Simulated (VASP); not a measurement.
# CdS (P3m1) in VASP: single point with r2SCAN

Aim: the single point of CdS with r2SCAN.

All numbers are computed with VASP 6.6.1; they aren't measurements. Logs are shortened: lines on timing, memory, paths and dates and some standing lists are left out, and cuts for length are marked.

### Step 1. The cell of the first run

The structure is trigonal, space group P3m1 (No. 156). Conventional cell: a = 4.261 Å, b = 4.261 Å, c = 5.804 Å, α = 90.00°, β = 90.00°, γ = 120.00°. Cd (site symmetry 3m) has 3 S at 2.46 Å within 3.2 Å. Within 3.2 Å of S (site symmetry 3m) lie 3 Cd at 2.46 Å.

### Step 2. Single point, r2SCAN

POSCAR

```
CdS
1.0
    4.2611700000      0.0000000000      0.0000000000
   -2.1305850000      3.6902810000      0.0000000000
    0.0000000000      0.0000000000      5.8041730000
Cd S
1 1
Direct
    0.0000000000      0.0000000000      0.4426920000
    0.6666666667      0.3333333333      0.4343080000
```

INCAR.step1

```
SYSTEM = CdS
PREC = Accurate ; ENCUT = 550
ISMEAR = 1 ; SIGMA = 0.1
LREAL = .False. ; LASPH = .True.
NELM = 120 ; NBANDS = 16
GGA = PE ; ALGO = Normal
EDIFF = 1E-5 ; LWAVE = .True.
LCHARG = .False. ; GGA_COMPAT = .False.
```

INCAR.step2

```
SYSTEM = CdS
PREC = Accurate ; ENCUT = 550
EDIFF = 1E-6 ; ISMEAR = 1
SIGMA = 0.1 ; LREAL = .False.
LASPH = .True. ; NELM = 120
ALGO = Normal ; ISIF = 2
LWAVE = .False. ; LCHARG = .False.
METAGGA = R2SCAN ; LMIXTAU = .True.
NBANDS = 16 ; ISTART = 1
GGA_COMPAT = .False.
```

KPOINTS

```
regular mesh
0
Gamma
  6 6 4
  0 0 0
```

Potentials or basis: VASP PAW PBE potentials, release 64 (Cd, S).

On the command line:

```console
$ cat potpaw_PBE.64/Cd/POTCAR potpaw_PBE.64/S/POTCAR > POTCAR
$ cp INCAR.step1 INCAR
$ mpirun -np 1 vasp_std > vasp.out
$ cp INCAR.step2 INCAR
$ mpirun -np 1 vasp_std > vasp.out
```

OUTCAR:

```text
SYSTEM = CdS
   PREC = Accurate
   ENCUT = 550
   EDIFF = 1E-6
   ISMEAR = 1
   LREAL = .False.
   LASPH = .True.
   NELM = 120
   ISIF = 2
   METAGGA = R2SCAN
   ISTART = 1

 ion  position               nearest neighbor table
   1  0.000  0.000  0.443-   2 2.46   2 2.46   2 2.46
   2  0.667  0.333  0.434-   1 2.46   1 2.46   1 2.46

  LATTYP: Found a hexagonal cell.
 ALAT       =     4.2611700000
 C/A-ratio  =     1.3621078248

  Lattice vectors:

 A1 = (   4.2611700000,   0.0000000000,   0.0000000000)
 A2 = (  -2.1305850000,   3.6902810000,   0.0000000000)
 A3 = (   0.0000000000,   0.0000000000,   5.8041730000)

Analysis of symmetry for initial positions (statically):
=====================================================================
 Subroutine PRICEL returns:
 Original cell was already a primitive cell.

 Routine SETGRP: Setting up the symmetry group for a
 hexagonal supercell.

 Subroutine GETGRP returns: Found  6 space group operations
 (whereof  6 operations were pure point group operations)
 out of a pool of 24 trial point group operations.

The static configuration has the point symmetry C_3v.

Analysis of symmetry for dynamics (positions and initial velocities):
=====================================================================
 Subroutine PRICEL returns:
 Original cell was already a primitive cell.

 Routine SETGRP: Setting up the symmetry group for a
 hexagonal supercell.

 Subroutine GETGRP returns: Found  6 space group operations
 (whereof  6 operations were pure point group operations)
 out of a pool of 24 trial point group operations.

The dynamic configuration has the point symmetry C_3v.

 Subroutine INISYM returns: Found  6 space group operations
 (whereof  6 operations are pure point group operations),
 and found     1 'primitive' translations

----------------------------------------------------------------------------------------

                                     Primitive cell

  volume of cell :      91.2701

  direct lattice vectors                    reciprocal lattice vectors
     4.261170000  0.000000000  0.000000000     0.234677330  0.135491037  0.000000000
    -2.130585000  3.690281000  0.000000000     0.000000000  0.270982074  0.000000000
     0.000000000  0.000000000  5.804173000     0.000000000  0.000000000  0.172289834

  length of vectors
     4.261170000  4.261169593  5.804173000     0.270982048  0.270982074  0.172289834

  position of ions in fractional coordinates (direct lattice)
     0.000000000  0.000000000  0.442692000
     0.666666667  0.333333333  0.434308000

  ion indices of the primitive-cell ions
   primitive index   ion index
                 1           1
                 2           2

----------------------------------------------------------------------------------------

 KPOINTS: regular mesh

Automatic generation of k-mesh.
 Grid dimensions read from file:
 generate k-points for:    6    6    4

 Generating k-lattice:

  Cartesian coordinates                     Fractional coordinates (reciprocal lattice)
     0.039112888  0.022581840  0.000000000     0.166666667  0.000000000  0.000000000
     0.000000000  0.045163679  0.000000000     0.000000000  0.166666667  0.000000000
     0.000000000  0.000000000  0.043072458     0.000000000  0.000000000  0.250000000

  Length of vectors
     0.045163675  0.045163679  0.043072458

  Shift w.r.t. Gamma in fractional coordinates (k-lattice)
     0.000000000  0.000000000  0.000000000

 Subroutine IBZKPT returns following result:
 ===========================================

 Found     24 irreducible k-points:

 Following reciprocal coordinates:
            Coordinates               Weight
  0.000000  0.000000  0.000000      1.000000
  0.166667  0.000000  0.000000      6.000000
  0.333333  0.000000  0.000000      6.000000
  0.500000 -0.000000  0.000000      3.000000
  0.166667  0.166667  0.000000      6.000000
  0.333333  0.166667  0.000000     12.000000
[... 16 lines left out ...]
  0.333333  0.166667  0.500000     12.000000
  0.333333  0.333333  0.500000      2.000000
   k-points           NKPTS =     24   k-points in BZ     NKDIM =     24   number of bands    NBANDS=     16
   number of dos      NEDOS =    301   number of ions     NIONS =      2
   total plane-waves  NPLWV =  62208
   dimension x,y,z NGX =    36 NGY =   36 NGZ =   48
   dimension x,y,z NGXF=    72 NGYF=   72 NGZF=   96
   ions per type =               1   1
   NGX,Y,Z   is equivalent  to a cutoff of  14.05, 14.05, 13.75 a.u.
   NGXF,Y,Z  is equivalent  to a cutoff of  28.09, 28.09, 27.50 a.u.
 SYSTEM =  CdS
   PREC   = accura    normal or accurate (medium, high low for compatibility)
   ISTART =      1    job   : 0-new  1-cont  2-samecut
   ICHARG =      0    charge: 1-file 2-atom 10-const
   ISPIN  =      1    spin polarized calculation?
   LNONCOLLINEAR =      F non collinear calculations
   LSORBIT =      F    spin-orbit coupling
   LASPH  =      T    aspherical Exc in radial PAW
   ENCUT  =  550.0 eV  40.42 Ry    6.36 a.u.   8.15  8.15 11.10*2*pi/ulx,y,z
   NELM   =    120;   NELMIN=  2; NELMDL=  0     # of ELM steps
   EDIFF  = 0.1E-05   stopping-criterion for ELM
   LREAL  =      F    real-space projection
   EDIFFG = 0.1E-04   stopping-criterion for IOM
   NSW    =      0    number of steps for IOM
   IBRION =     -1    ionic relax: 0-MD 1-quasi-New 2-CG
   NFREE  =      0    steps in history (QN), initial steepest desc. (CG)
   ISIF   =      2    stress and relaxation
   ISYM   =      2    0-nonsym 1-usesym 2-fastsym
   POTIM  = 0.5000    time-step for ionic-motion
   TEBEG  =    0.0;   TEEND  =   0.0 temperature during run
   PSTRESS=    0.0 pullay stress
   NELECT =      18.0000    total number of electrons
   NUPDOWN=      -1.0000    fix difference up-down
   EMIN   =  10.00;   EMAX   =-10.00  energy-range for DOS
   EFERMI =   0.00;   METHOD = LEGACY
   ISMEAR =     1;   SIGMA  =   0.10  broadening in eV -4-tet -1-fermi 0-gaus
   EFERMI_NEDOS =   21; number of points for ismear=-14 and -15
   IALGO  =     38    algorithm
   IMIX   =      4    mixing-type and parameters
     AMIX     =   0.40;   BMIX     =  1.00
     AMIX_MAG =   1.60;   BMIX_MAG =  1.00
  volume/ion in A,a.u.               =      45.64       307.96
  Fermi-wavevector in a.u.,A,eV,Ry     =   0.952919  1.800756 12.354841  0.908055
  Thomas-Fermi vector in A             =   2.081527
   LORBIT       =      0    0 simple, 1 ext, 2 COOP (PROOUT), +10 PAW based schemes
   METAGGA = R2SCAN    functional components
   LHFCALC =     F    Hartree Fock is set to
   AEXX    =    0.0000 exact exchange contribution
   IVDW    =     0    specifies the selected vdW correction
   LEPSILON=     F    determine dielectric tensor
   LRPA    =     F    only Hartree local field effects (RPA)
 non-spin polarized calculation
 Methfessel and Paxton  Order N= 1 SIGMA  =   0.10
  energy-cutoff  :      550.00
  volume of cell :       91.27
 maximum number of plane-waves:      2700
 NGX is ok and might be reduce to    36
   NGX = 17   NGY = 17   NGZ = 23

 number of electron      17.9999999 magnetization

 Free energy of the ion-electron system (eV)
  ---------------------------------------------------
  ext. energy  EPLUGINS =         0.00000000
  ---------------------------------------------------
  free energy    TOTEN  =       -29.02409142 eV

  energy without entropy =      -29.02452028  energy(sigma->0) =      -29.02423437

 E-fermi :  -2.2615     XC(G=0):  -6.4646

 val. band max:       -2.3404802867   @ k =   0.0000   0.0000   0.5000
 cond. band min:      -0.4386418872   @ k =   0.0000   0.0000   0.0000
 fundamental gap:      1.9018383995
 Fermi energy:        -2.2614670358

 k-point     1 :       0.0000    0.0000    0.0000
  band No.  band energies     occupation
      1     -14.4576      2.00000
      2     -10.2322      2.00000
      3     -10.2322      2.00000
      4      -9.7141      2.00000
      5      -9.7141      2.00000
      6      -9.5173      2.00000
[... 8 lines left out ...]
     15       9.0772      0.00000
     16       9.9546      0.00000

 k-point     2 :       0.1667    0.0000    0.0000
  band No.  band energies     occupation
      1     -14.3738      2.00000
      2     -10.1909      2.00000
      3     -10.1594      2.00000
      4      -9.7436      2.00000
      5      -9.7181      2.00000
      6      -9.4826      2.00000
[... 8 lines left out ...]
     15       9.6621      0.00000
     16       9.8633      0.00000

 k-point     3 :       0.3333    0.0000    0.0000
  band No.  band energies     occupation
      1     -14.2047      2.00000
      2     -10.0547      2.00000
      3     -10.0033      2.00000
      4      -9.8001      2.00000
      5      -9.7262      2.00000
      6      -9.3852      2.00000
[... 8 lines left out ...]
     15       8.1870      0.00000
     16       8.8043      0.00000

 k-point     4 :       0.5000   -0.0000    0.0000
  band No.  band energies     occupation
      1     -14.1200      2.00000
      2      -9.9570      2.00000
      3      -9.9192      2.00000
      4      -9.8270      2.00000
      5      -9.7300      2.00000
      6      -9.2965      2.00000
[... 8 lines left out ...]
     15       8.4113      0.00000
     16       8.9932      0.00000
[... 324 lines left out ...]
 k-point    22 :       0.1667    0.1667    0.5000
  band No.  band energies     occupation
      1     -14.2441      2.00000
      2     -10.1267      2.00000
      3     -10.0184      2.00000
      4      -9.7843      2.00000
      5      -9.7285      2.00000
      6      -9.4030      2.00000
[... 8 lines left out ...]
     15       7.5475      0.00000
     16       8.2784      0.00000

 k-point    23 :       0.3333    0.1667    0.5000
  band No.  band energies     occupation
      1     -14.1177      2.00000
      2     -10.0190      2.00000
      3      -9.8980      2.00000
      4      -9.8198      2.00000
      5      -9.7405      2.00000
      6      -9.2495      2.00000
[... 8 lines left out ...]
     15       8.6602      0.00000
     16       8.8088      0.00000

 k-point    24 :       0.3333    0.3333    0.5000
  band No.  band energies     occupation
      1     -14.0759      2.00000
      2      -9.9914      2.00000
      3      -9.8881      2.00000
      4      -9.8213      2.00000
      5      -9.7549      2.00000
      6      -9.1179      2.00000
[... 8 lines left out ...]
     15       7.6075      0.00000
     16       9.1086      0.00000

------------------------ aborting loop because EDIFF is reached ----------------------------------------

  FORCE on cell =-STRESS in cart. coord.  units (eV):
  Direction    XX          YY          ZZ          XY          YZ          ZX
  --------------------------------------------------------------------------------------
  -------------------------------------------------------------------------------------
  Total       -0.5630706     -0.5630705     -0.0527457      0.0000000      0.0000000      0.0000000
  in kB       -9.8842750     -9.8842725     -0.9259112      0.0000000      0.0000000      0.0000000
  external PRESSURE =      -6.8981529 kB  Pullay stress =       0.0000000 kB

 VOLUME and BASIS-vectors are now :
 -----------------------------------------------------------------------------
  energy-cutoff  :      550.00
  volume of cell :       91.27
      direct lattice vectors                 reciprocal lattice vectors
     4.261170000  0.000000000  0.000000000     0.234677330  0.135491037  0.000000000
    -2.130585000  3.690281000  0.000000000     0.000000000  0.270982074  0.000000000
     0.000000000  0.000000000  5.804173000     0.000000000  0.000000000  0.172289834

 POSITION                                       TOTAL-FORCE (eV/Angst)
 -----------------------------------------------------------------------------------
      0.00000      0.00000      2.56946         0.000000     -0.000000     -0.012933
      2.13059      1.23009      2.52080        -0.000000      0.000000      0.012933
 -----------------------------------------------------------------------------------
    total drift:                                0.000000      0.000004      0.000150

  FREE ENERGIE OF THE ION-ELECTRON SYSTEM (eV)
  ---------------------------------------------------
  free  energy   TOTEN  =       -29.0240914191 eV

  energy  without entropy=      -29.0245202832  energy(sigma->0) =      -29.02423437
```

Run time: 68 s. Hardware: 1 thread of Intel Xeon 6975P-C (Granite Rapids), shared host; peak memory 0.25 GiB.

Results:

| Quantity | Value |
| --- | --- |
| Free energy | -29.0241 eV |
| Pressure | -0.7 GPa |
| Largest force | 0.013 eV/Å |
| Band gap on the k mesh | 1.90 eV, indirect (the least direct gap lies 4.4 meV higher) |

Forces on the atoms (eV/Å):
```
Cd   0.000  0.000 -0.013
S    0.000  0.000  0.013
```

Caveat: the PAW data sets were made with another functional, which shifts forces and pressure a little.
